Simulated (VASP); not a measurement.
# Cu12HF in VASP: notebook

The runs below take Cu12HF through single point, with PBE+D3(BJ).

Everything below comes from runs of VASP 6.6.1. Logs are shortened: lines on timing, memory, paths and dates and some standing lists are left out, and cuts for length are marked.

## Step 1: The cell of the first run

The cell holds a slab with vacuum, 14 atoms: a = 5.105 Å, b = 5.105 Å, c = 17.168 Å, α = 90.00°, β = 90.00°, γ = 60.00°.

## Step 2: Single point, PBE+D3(BJ)

Contents of INCAR:

```
SYSTEM = Cu12HF
ALGO = Normal
EDIFF = 1E-6
ENCUT = 520
GGA = PE
ISIF = 2
ISMEAR = -1
IVDW = 12
LASPH = .TRUE.
LCHARG = .FALSE.
LREAL = .FALSE.
LWAVE = .FALSE.
NBANDS = 83
NELM = 100
PREC = Accurate
SIGMA = 0.15
```

Contents of KPOINTS:

```
k-points
0
G
  4 4 1
  0 0 0
```

Contents of POSCAR:

```
Cu12HF
1.0
    5.1053110000      0.0000000000      0.0000000000
    2.5526550000      4.4213290000      0.0000000000
    0.0000000000      0.0000000000     17.1684690000
Cu F H
12 1 1
Direct
    0.1666667508      0.1666666290      0.0582463119
    0.6666666529      0.1666666290      0.0582463119
    0.1666665963      0.6666667421      0.0582463119
    0.6666666943      0.6666667421      0.0582463119
   -0.1663298950      0.3335146514      0.1773896671
    0.3332323338      0.3340832587      0.1771738062
   -0.1660547868      0.8338033655      0.1771145115
    0.3331645490      0.8335154430      0.1772572732
    0.0010129481      0.0008189845      0.2965478751
    0.5002343311      0.0006993372      0.2954835985
   -0.0000741865      0.5015862877      0.2961907087
    0.5003979447      0.5002869047      0.2964034825
    0.9186236982     -0.0038997324      0.4585558561
    0.7718933903     -0.0252618613      0.4302572349
```

Potentials or basis: VASP PAW PBE potentials, release 64 (Cu, F, H).

Launch:

```sh
$ cat potpaw_PBE.64/Cu/POTCAR potpaw_PBE.64/F/POTCAR potpaw_PBE.64/H/POTCAR > POTCAR
$ mpirun -np 1 vasp_std > vasp.out
```

OUTCAR:

```text
SYSTEM = Cu12HF
   EDIFF = 1E-6
   ENCUT = 520
   GGA = PE
   ISIF = 2
   ISMEAR = -1
   IVDW = 12
   LASPH = .TRUE.
   LREAL = .FALSE.
   NELM = 100
   PREC = Accurate
 IVDW          = 12

 ion  position               nearest neighbor table
   1  0.167  0.167  0.058-   8 2.52   6 2.52   5 2.52   2 2.55   3 2.55   4 2.55   3 2.55   2 2.55
                             4 2.55
   2  0.667  0.167  0.058-   7 2.52   6 2.52   5 2.52   4 2.55   1 2.55   3 2.55   1 2.55   4 2.55
                             3 2.55
   3  0.167  0.667  0.058-   7 2.52   6 2.52   8 2.52   4 2.55   2 2.55   1 2.55   1 2.55   4 2.55
                             2 2.55
   4  0.667  0.667  0.058-   8 2.52   7 2.52   5 2.52   2 2.55   3 2.55   1 2.55   3 2.55   1 2.55
                             2 2.55
   5  0.834  0.334  0.177-  11 2.52  12 2.52   9 2.52   1 2.52   4 2.52   2 2.52   7 2.55   8 2.55
                             6 2.55   6 2.55   8 2.55   7 2.55
   6  0.333  0.334  0.177-  10 2.51   3 2.52   2 2.52  11 2.52   1 2.52  12 2.52   8 2.55   7 2.55
                             5 2.55   5 2.55   7 2.56   8 2.56
   7  0.834  0.834  0.177-  10 2.51   3 2.52   2 2.52  11 2.52   4 2.52   9 2.53   8 2.55   6 2.55
                             5 2.55   5 2.55   6 2.56   8 2.56
   8  0.333  0.834  0.177-  10 2.51   1 2.52   3 2.52   4 2.52   9 2.52  12 2.52   7 2.55   6 2.55
                             5 2.55   5 2.55   6 2.56   7 2.56
   9  0.001  0.001  0.297-   5 2.52   8 2.52   7 2.53  10 2.55  11 2.55  12 2.55  12 2.55  11 2.55
                            10 2.56
  10  0.500  0.001  0.295-   6 2.51   8 2.51   7 2.51   9 2.55  11 2.55  12 2.55  12 2.55  11 2.56
                             9 2.56
  11  1.000  0.502  0.296-   7 2.52   5 2.52   6 2.52  10 2.55   9 2.55  12 2.55  12 2.55   9 2.55
                            10 2.56
  12  0.500  0.500  0.296-   5 2.52   8 2.52   6 2.52  10 2.55  11 2.55   9 2.55   9 2.55  11 2.55
                            10 2.55
  13  0.919  0.996  0.459-  14 0.94
  14  0.772  0.975  0.430-  13 0.94

  LATTYP: Found a hexagonal cell.
 ALAT       =     5.1053107325
 C/A-ratio  =     3.3628646520

  Lattice vectors:

 A1 = (  -2.5526550000,  -4.4213290000,   0.0000000000)
 A2 = (   5.1053110000,   0.0000000000,   0.0000000000)
 A3 = (   0.0000000000,   0.0000000000,  17.1684690000)

Analysis of symmetry for initial positions (statically):
=====================================================================
 Subroutine PRICEL returns:
 Original cell was already a primitive cell.

 Routine SETGRP: Setting up the symmetry group for a
 hexagonal supercell.

 Subroutine GETGRP returns: Found  1 space group operations
 (whereof  1 operations were pure point group operations)
 out of a pool of 24 trial point group operations.

The static configuration has the point symmetry C_1 .

Analysis of symmetry for dynamics (positions and initial velocities):
=====================================================================
 Subroutine PRICEL returns:
 Original cell was already a primitive cell.

 Routine SETGRP: Setting up the symmetry group for a
 hexagonal supercell.

 Subroutine GETGRP returns: Found  1 space group operations
 (whereof  1 operations were pure point group operations)
 out of a pool of 24 trial point group operations.

The dynamic configuration has the point symmetry C_1 .

 Subroutine INISYM returns: Found  1 space group operations
 (whereof  1 operations are pure point group operations),
 and found     1 'primitive' translations

----------------------------------------------------------------------------------------

                                     Primitive cell

  volume of cell :     387.5311

  direct lattice vectors                    reciprocal lattice vectors
     5.105311000  0.000000000  0.000000000     0.195874453 -0.113088147  0.000000000
     2.552655000  4.421329000  0.000000000     0.000000000  0.226176337  0.000000000
     0.000000000  0.000000000 17.168469000     0.000000000  0.000000000  0.058246312

  length of vectors
     5.105311000  5.105310732 17.168469000     0.226176326  0.226176337  0.058246312

  position of ions in fractional coordinates (direct lattice)
     0.166666751  0.166666629  0.058246312
     0.666666653  0.166666629  0.058246312
     0.166666596  0.666666742  0.058246312
     0.666666694  0.666666742  0.058246312
     0.833670105  0.333514651  0.177389667
     0.333232334  0.334083259  0.177173806
[... 43 lines left out ...]

  Shift w.r.t. Gamma in fractional coordinates (k-lattice)
     0.000000000  0.000000000  0.000000000

 Subroutine IBZKPT returns following result:
 ===========================================

 Found     10 irreducible k-points:

 Following reciprocal coordinates:
            Coordinates               Weight
  0.000000  0.000000  0.000000      1.000000
  0.250000  0.000000  0.000000      2.000000
  0.250000  0.250000  0.000000      2.000000
  0.000000  0.250000  0.000000      2.000000
  0.500000  0.000000  0.000000      1.000000
  0.500000  0.500000  0.000000      1.000000
  0.000000  0.500000  0.000000      1.000000
  0.500000  0.250000  0.000000      2.000000
  0.250000  0.500000  0.000000      2.000000
 -0.250000  0.250000  0.000000      2.000000
   k-points           NKPTS =     10   k-points in BZ     NKDIM =     10   number of bands    NBANDS=     83
   number of dos      NEDOS =    301   number of ions     NIONS =     14
   total plane-waves  NPLWV = 204800
   dimension x,y,z NGX =    40 NGY =   40 NGZ =  128
   dimension x,y,z NGXF=    80 NGYF=   80 NGZF=  256
   ions per type =              12   1   1
   NGX,Y,Z   is equivalent  to a cutoff of  13.03, 13.03, 12.39 a.u.
   NGXF,Y,Z  is equivalent  to a cutoff of  26.05, 26.05, 24.79 a.u.
 SYSTEM =  Cu12HF
   PREC   = accura    normal or accurate (medium, high low for compatibility)
   ISTART =      0    job   : 0-new  1-cont  2-samecut
   ICHARG =      2    charge: 1-file 2-atom 10-const
   ISPIN  =      1    spin polarized calculation?
   LNONCOLLINEAR =      F non collinear calculations
   LSORBIT =      F    spin-orbit coupling
   LASPH  =      T    aspherical Exc in radial PAW
   ENCUT  =  520.0 eV  38.22 Ry    6.18 a.u.   9.49  9.49 31.92*2*pi/ulx,y,z
   NELM   =    100;   NELMIN=  2; NELMDL= -5     # of ELM steps
   EDIFF  = 0.1E-05   stopping-criterion for ELM
   LREAL  =      F    real-space projection
   EDIFFG = 0.1E-04   stopping-criterion for IOM
   NSW    =      0    number of steps for IOM
   IBRION =     -1    ionic relax: 0-MD 1-quasi-New 2-CG
   NFREE  =      0    steps in history (QN), initial steepest desc. (CG)
   ISIF   =      2    stress and relaxation
   ISYM   =      2    0-nonsym 1-usesym 2-fastsym
   POTIM  = 0.5000    time-step for ionic-motion
   TEBEG  =    0.0;   TEEND  =   0.0 temperature during run
   PSTRESS=    0.0 pullay stress
   NELECT =     140.0000    total number of electrons
   NUPDOWN=      -1.0000    fix difference up-down
   EMIN   =  10.00;   EMAX   =-10.00  energy-range for DOS
   EFERMI =   0.00;   METHOD = LEGACY
   ISMEAR =    -1;   SIGMA  =   0.15  broadening in eV -4-tet -1-fermi 0-gaus
   EFERMI_NEDOS =   21; number of points for ismear=-14 and -15
   IALGO  =     38    algorithm
   IMIX   =      4    mixing-type and parameters
     AMIX     =   0.40;   BMIX     =  1.00
     AMIX_MAG =   1.60;   BMIX_MAG =  1.00
  volume/ion in A,a.u.               =      27.68       186.80
  Fermi-wavevector in a.u.,A,eV,Ry     =   1.165955  2.203336 18.496470  1.359452
  Thomas-Fermi vector in A             =   2.302475
   LORBIT       =      0    0 simple, 1 ext, 2 COOP (PROOUT), +10 PAW based schemes
   GGA     = PE    functional components
   LHFCALC =     F    Hartree Fock is set to
   AEXX    =    0.0000 exact exchange contribution
   IVDW    =    12    specifies the selected vdW correction
   LEPSILON=     F    determine dielectric tensor
   LRPA    =     F    only Hartree local field effects (RPA)
 non-spin polarized calculation
  energy-cutoff  :      520.00
  volume of cell :      387.53
 maximum number of plane-waves:     10467
 NGX is ok and might be reduce to    40
   NGX = 19   NGY = 19   NGZ = 63

 number of electron     140.0000016 magnetization

 Free energy of the ion-electron system (eV)
  ---------------------------------------------------
  ext. energy  EPLUGINS =         0.00000000
  ---------------------------------------------------
  free energy    TOTEN  =       -49.13306339 eV

  energy without entropy =      -48.72396264  energy(sigma->0) =      -48.92851302

 E-fermi :  -0.2499     XC(G=0):  -6.0886

 val. band max:       -0.2688707543   @ k =   0.5000   0.0000   0.0000
 cond. band min:      -0.2358339388   @ k =   0.0000   0.0000   0.0000
 fundamental gap:      0.0330368155
 Fermi energy:        -0.2498734401

 k-point     1 :       0.0000    0.0000    0.0000
  band No.  band energies     occupation
      1     -25.2506      2.00000
      2      -8.9835      2.00000
      3      -8.6017      2.00000
      4      -6.9429      2.00000
      5      -5.4723      2.00000
      6      -5.0817      2.00000
[... 839 lines left out ...]
     81       5.3034      0.00000
     82       6.0646      0.00000
 [bands above 82 left out]

------------------------ aborting loop because EDIFF is reached ----------------------------------------

 Edisp (eV)   -4.78206

 E8    (eV) :    -2.1283

  FORCE on cell =-STRESS in cart. coord.  units (eV):
  Direction    XX          YY          ZZ          XY          YZ          ZX
  --------------------------------------------------------------------------------------
  -------------------------------------------------------------------------------------
  Total      -5.97483    -6.23600     0.09318     0.01902    -0.01674     0.09051
  in kB     -24.70184   -25.78160     0.38524     0.07863    -0.06922     0.37418
  external pressure =      -16.70 kB  Pullay stress =        0.00 kB

 VOLUME and BASIS-vectors are now :
 -----------------------------------------------------------------------------
  energy-cutoff  :      520.00
  volume of cell :      387.53
      direct lattice vectors                 reciprocal lattice vectors
     5.105311000  0.000000000  0.000000000     0.195874453 -0.113088147  0.000000000
     2.552655000  4.421329000  0.000000000     0.000000000  0.226176337  0.000000000
     0.000000000  0.000000000 17.168469000     0.000000000  0.000000000  0.058246312

 POSITION                                       TOTAL-FORCE (eV/Angst)
 -----------------------------------------------------------------------------------
      1.27633      0.73689      1.00000         0.006139      0.001304     -0.020203
      3.82898      0.73689      1.00000        -0.003577      0.000551     -0.013548
      2.55265      2.94755      1.00000        -0.000405     -0.001097     -0.038209
      5.10531      2.94755      1.00000         0.003838      0.004795     -0.001263
      5.10749      1.47458      3.04551         0.000183     -0.000679      0.001201
      2.55405      1.47709      3.04180         0.000122      0.001055     -0.002041
      6.38596      3.68652      3.04079         0.001001      0.000014      0.000876
      3.82859      3.68525      3.04324        -0.001403     -0.000194     -0.000622
      0.00726      0.00362      5.09127        -0.000711     -0.000860      0.024613
      2.55564      0.00309      5.07300        -0.002700     -0.000004      0.015593
      6.38531      2.21768      5.08514        -0.000776     -0.000959      0.019486
      3.83175      2.21193      5.08879         0.000089     -0.000623      0.019043
      7.23256      4.40409      7.87270         0.242668      0.027793      0.140825
      6.42893      4.30964      7.38686        -0.244466     -0.031096     -0.145753
 -----------------------------------------------------------------------------------
    total drift:                               -0.000707     -0.000861      0.002772

  FREE ENERGIE OF THE ION-ELECTRON SYSTEM (eV)
  ---------------------------------------------------
  free  energy   TOTEN  =       -53.9151185969 eV

  energy  without entropy=      -53.5060178552  energy(sigma->0) =      -53.71056823
```

Run time: 15 min. Hardware: 1 thread of Intel Xeon Platinum 8259CL at 2.50GHz (Skylake/Cascade Lake), shared host; peak memory 0.59 GiB.

Results:

```
Free energy                : -53.9151 eV
Largest force              : 0.286 eV/Å
Band gap on the k mesh     : zero (bands 70 and 71 overlap by 0.06 eV)
Dispersion energy per atom : -0.342 eV
```

Forces in eV/Å, atoms in the order of the input:
```
Cu   0.006  0.001 -0.020
Cu  -0.004  0.001 -0.014
Cu   0.000 -0.001 -0.038
Cu   0.004  0.005 -0.001
Cu   0.000 -0.001  0.001
Cu   0.000  0.001 -0.002
Cu   0.001  0.000  0.001
Cu  -0.001  0.000 -0.001
Cu  -0.001 -0.001  0.025
Cu  -0.003  0.000  0.016
Cu  -0.001 -0.001  0.019
Cu   0.000 -0.001  0.019
F    0.243  0.028  0.141
H   -0.244 -0.031 -0.146
```

Caveat: there is no dipole correction, which matters where the two faces differ.

## Step 3: Single point, PBE+D3(BJ)

Contents of INCAR:

```
PREC = Accurate
ENCUT = 520
EDIFF = 1E-7
ISMEAR = -1
SIGMA = 0.15
LREAL = False
LASPH = True
NELM = 100
ALGO = Normal
ISIF = 2
LWAVE = False
LCHARG = False
GGA = PE
IVDW = 12
NBANDS = 83
```

Contents of KPOINTS:

```
Automatic mesh
0
Gamma
  4 4 1
```

Contents of POSCAR:

```
Cu12HF
1.0
    5.1053110000      0.0000000000      0.0000000000
    2.5526550000      4.4213290000      0.0000000000
    0.0000000000      0.0000000000     17.1684690000
Cu F H
12 1 1
Direct
    0.1666667508      0.1666666290      0.0582463119
    0.6666666529      0.1666666290      0.0582463119
    0.1666665963      0.6666667421      0.0582463119
    0.6666666943      0.6666667421      0.0582463119
   -0.1656171838      0.3330274675      0.1773805806
    0.3336550319      0.3335101278      0.1771463722
   -0.1654752066      0.8331237056      0.1772323438
    0.3338263808      0.8331225747      0.1773148788
    0.0022093792     -0.0004636615      0.2966449134
    0.5012805862      0.0002126058      0.2957208939
    0.0013872230      0.5001258671      0.2963992305
    0.5014257970      0.4990617075      0.2961806903
    0.8980044797      0.0305559708      0.4584391305
    0.7201071078      0.0891903769      0.4293597758
```

Potentials or basis: VASP PAW PBE potentials, release 64 (Cu, F, H).

Launch:

```sh
$ cat potpaw_PBE.64/Cu/POTCAR potpaw_PBE.64/F/POTCAR potpaw_PBE.64/H/POTCAR > POTCAR
$ mpirun -np 1 vasp_std > vasp.out
```

Wall time 16 min (1 thread of Intel Xeon Platinum 8259CL at 2.50GHz (Skylake/Cascade Lake), shared host); peak memory 0.63 GiB.

Results (log left out):

```yaml
Free_energy: -53.9169 eV
Largest_force: 0.275 eV/Å
Band_gap_on_the_k_mesh: zero (bands 70 and 71 overlap by 0.05 eV)
Dispersion_energy_per_atom: -0.342 eV
```

Forces on the atoms (eV/Å):
```
Cu   0.008 -0.001 -0.022
Cu  -0.002  0.001 -0.004
Cu   0.005 -0.004 -0.033
Cu   0.002  0.001 -0.003
Cu   0.000 -0.002  0.003
Cu   0.001  0.001 -0.005
Cu   0.002  0.000  0.005
Cu  -0.003  0.000  0.001
Cu   0.003 -0.002  0.026
Cu  -0.011 -0.001  0.008
Cu  -0.001 -0.005  0.018
Cu  -0.001  0.003  0.014
F    0.219 -0.074  0.136
H   -0.221  0.081 -0.143
```

Levels at points of the mesh, in eV from the Fermi level:
| k point | band 66 | band 67 | band 68 | band 69 | band 70 | band 71 | band 72 | band 73 | band 74 | band 75 |
| --- | --- | --- | --- | --- | --- | --- | --- | --- | --- | --- |
| (0.00, 0.00, 0.00) | -1.38 | -1.38 | -0.05 | 0.02 | 0.02 | 0.04 | 1.13 | 1.15 | 1.17 | 1.57 |
| (0.50, 0.00, 0.00) | -1.58 | -1.51 | -1.51 | -0.03 | -0.02 | 0.29 | 0.45 | 1.14 | 1.16 | 2.79 |
| (0.50, 0.50, 0.00) | -1.58 | -1.52 | -1.51 | -0.02 | -0.02 | 0.31 | 0.42 | 1.14 | 1.16 | 2.81 |
| (0.00, 0.50, 0.00) | -1.58 | -1.51 | -1.51 | -0.02 | -0.02 | 0.34 | 0.39 | 1.14 | 1.16 | 2.81 |

Caveat: there is no dipole correction, which matters where the two faces differ.

The gap in the log of VASP goes by the Fermi energy; the results here count the filled bands.